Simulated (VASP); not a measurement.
Crystal: ScSbTe3.

```
Sc Sb Te
1.0
     5.58649    0.00000    0.00000
     0.00000    5.58649    0.00000
     0.00000    0.00000    5.58649
Sc Sb Te
1 1 3
Direct
  0.00000 0.00000 0.00000
  0.50000 0.50000 0.50000
  0.00000 0.50000 0.50000
  0.50000 0.00000 0.50000
  0.50000 0.50000 0.00000
```

The cell was generated, and may not be a known phase.

* Program: VASP 6.6.1
* Task: relaxation of cell and atoms
* Functional: PBE
* Potentials or basis: VASP PAW PBE potentials, release 64 (Sc_sv, Sb, Te)
* Cutoff: 600 eV
* k mesh: 4 × 4 × 4
* Occupations: gaussian, width 0.1 eV
* Spin: no spin polarisation

At the start: pressure 2.1 GPa; volume 34.87 Å³/atom.

**Question.** Where does the relaxation end?

**Answer.** Over 3 steps the energy falls by 11.3 meV/atom and the volume is 36.67 Å³/atom (+5.2 %); space group Pm-3m (No. 221, to 0.1 Å) before and after.

Step by step:
```tsv
step	energy change (eV)	largest force (eV/Å)	pressure (GPa)	volume (Å³)
1	0.0000	0.0000	2.10	174.35
2	-0.0513	0.0000	-0.54	186.16
3	-0.0563	0.0000	0.00	183.33
```

Final structure:
```yaml
crystal:
  lattice:
    - [5.68081, 0.00000, 0.00000]
    - [0.00000, 5.68081, 0.00000]
    - [0.00000, 0.00000, 5.68081]
  atoms:
    - { symbol: Sc, position: [0.00000, 0.00000, 0.00000] }
    - { symbol: Sb, position: [0.50000, 0.50000, 0.50000] }
    - { symbol: Te, position: [0.00000, 0.50000, 0.50000] }
    - { symbol: Te, position: [0.50000, 0.00000, 0.50000] }
    - { symbol: Te, position: [0.50000, 0.50000, 0.00000] }
```

Caveat: the highest band is partly filled, so the run has too few bands.
